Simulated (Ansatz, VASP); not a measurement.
BN in VASP and in Ansatz

INCAR

```
ALGO = Normal
EDIFF = 1E-6
ENCUT = 520
GGA = PE
ISIF = 2
ISMEAR = 0
LASPH = T
LCHARG = F
LREAL = F
LWAVE = F
NBANDS = 16
NELM = 60
PREC = Accurate
SIGMA = 0.02
```

The input KPOINTS:

```
k-points
0
Gamma
  12 12 4
```

POSCAR

```
BN
1.0
    2.5121811355      0.0000000000      0.0000000000
   -1.2560905678      2.1756126823      0.0000000000
    0.0000000000      0.0000000000      8.8437534153
B N
2 2
Direct
    0.3333333333      0.6666666667      0.2500000000
    0.6666666667      0.3333333333      0.7500000000
    0.3333333333      0.6666666667      0.7500000000
    0.6666666667      0.3333333333      0.2500000000
```

Input for Ansatz:

```yaml
crystal:
  lattice:
    - [2.5121811355, 0.0, 0.0]
    - [-1.2560905678, 2.1756126823, 0.0]
    - [0.0, 0.0, 8.8437534153]
  atoms:
    - { symbol: B, position: [0.3333333333, 0.6666666667, 0.25] }
    - { symbol: B, position: [0.6666666667, 0.3333333333, 0.75] }
    - { symbol: "N", position: [0.3333333333, 0.6666666667, 0.75] }
    - { symbol: "N", position: [0.6666666667, 0.3333333333, 0.25] }
basis:
  ecutwfc: 420
kpoints:
  mp_grid: { grid: [12, 12, 4] }
hamiltonian:
  xc: pbe
scf:
  occupations: { method: gaussian, width: 0.02 }
output:
  forces: true
  stress: true
  eigenvalues: true
```

Change from the starting cell: strain along c alone, the other axes held, atoms relaxed: +6.0 %.

Alike in both runs: task single point; functional PBE; k mesh 12 × 12 × 4; occupations gaussian, width 0.02 eV; no spin polarisation.

```csv
,VASP,Ansatz
version,VASP 6.6.1,Ansatz 0.2.0
potentials or method,"VASP PAW PBE potentials, release 64 (B, N), cutoff 520 eV","scalar-relativistic, plane waves, PAW"
valence electrons in the cell,16,16
```

|  | VASP | Ansatz | Ansatz less VASP |
| --- | --- | --- | --- |
| gap on the k mesh at the Fermi level (eV) | 4.29 | 4.29 | +0.001 |
| least direct gap on the mesh (eV) | 4.66 | 4.66 | +0.003 |
| pressure (GPa) | 0.0 | 0.0 | -0.05 |
| traceless stress, the component that is largest in VASP (GPa) | -0.17 | -0.02 | +0.154 |

The functional is the same, so the differences come from potentials, cutoffs and numerics.
